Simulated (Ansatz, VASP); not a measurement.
**Al3VF in VASP and in Ansatz**

```
Al V F
1.0
     4.63130    0.00000    0.00000
     0.00000    4.63130    0.00000
     0.00000    0.00000    5.15221
Al V F
3 1 1
Cartesian
  0.0000 2.3157 1.9915
  2.3157 0.0000 1.9915
  2.3157 2.3157 0.5096
  2.3157 2.3157 3.0309
  0.0000 0.0000 1.6094
```

Change from the starting cell: species swapped into the PrBPt3 type (P4mm, No. 99).

Alike in both runs: functional PBE; k mesh 8 × 8 × 8; occupations gaussian, width 0.1 eV; no spin polarisation.

Ansatz relaxed the structure, and its values are those at the end. VASP's run is a single point on that final structure, the one shown.

```csv
,VASP,Ansatz
version,VASP 6.6.1,Ansatz 0.2.0
potentials or method,"VASP PAW PBE potentials, release 64 (Al, V_sv, F), cutoff 600 eV","scalar-relativistic, plane waves, PAW"
valence electrons in the cell,29,29
```

```csv
,VASP,Ansatz,Ansatz less VASP
gap on the k mesh at the Fermi level (eV),none,none,-
pressure (GPa),-0.1,0.0,+0.08
rms of the force components (eV/Å),0.005,0.002,-0.0028
```

A gap of «none» marks a metal or a gap that the smearing closes.
